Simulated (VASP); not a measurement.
# O2: relaxation of the atoms with r2SCAN

The system is O2, in a box.

```
CELL_PARAMETERS angstrom
9.00000 0.00000 0.00000
0.00000 9.50000 0.00000
0.00000 0.00000 10.00000
ATOMIC_POSITIONS crystal
O 0.50000 0.50000 0.43850
O 0.50000 0.50000 0.56150
```

```yaml
Program: VASP 6.6.1
Task: relaxation of the atoms
Functional: r2SCAN
Potentials_or_basis: VASP PAW PBE potentials, release 64 (O)
Cutoff: 520 eV
k_mesh: 1 × 1 × 1
Occupations: fermi-dirac, width 0.02 eV
Spin: collinear spin, ferromagnetic start
Starting_moments: "[1.0, 1.0] μB"
Dipole_correction: no
Further_INCAR_settings: ALGO = Normal; EDIFF = 1e-07; IBRION = 2; EDIFFG = -0.01; NSW = 80
```

The energy gained by relaxing is 1.2 meV/atom and the ionic steps are 3. The largest force after relaxing is 0.009 eV/Å. The gap between the frontier levels is 3.44 eV. The net moment is 2.00 μB per cell and the site moments are O +0.83 μB. The valence electrons inside the program's atomic spheres are O 4.92.

Forces on the atoms (eV/Å):
```
O    0.000  0.000 -0.009
O    0.000  0.000  0.009
```

The path:
```tsv
step	energy change (eV)	largest force (eV/Å)	pressure (GPa)
1	0.0000	0.5829	-0.05
2	0.1041	4.6419	0.32
3	-0.0024	0.0094	-0.01
```

Final structure:
```
O
1.0
     9.00000    0.00000    0.00000
     0.00000    9.50000    0.00000
     0.00000    0.00000   10.00000
O
2
Direct
  0.50000 0.50000 0.43888
  0.50000 0.50000 0.56112
```

Levels at points of the mesh, in eV from the valence-band top:
Spin up:
```
           k point  band 3  band 4  band 5  band 6  band 7  band 8  band 9  band 10  band 11
(0.00, 0.00, 0.00)   -6.60   -6.60   -6.41    0.00    0.00    7.48    8.80     8.98     9.20
```
Spin down:
| k point | band 1 | band 2 | band 3 | band 4 | band 5 | band 6 | band 7 | band 8 | band 9 | band 10 |
| --- | --- | --- | --- | --- | --- | --- | --- | --- | --- | --- |
| (0.00, 0.00, 0.00) | -25.35 | -12.01 | -5.32 | -4.10 | -4.10 | 3.44 | 3.44 | 7.54 | 8.97 | 9.02 |

It took 19 min on 1 thread of Oxide Virtual Turin-like Processor, with other jobs on the host, peak memory 1.2 GiB.

Caveat: the standard files for N, O and F lose accuracy on very short bonds; the PAW data sets were made with another functional, which shifts forces and pressure a little.
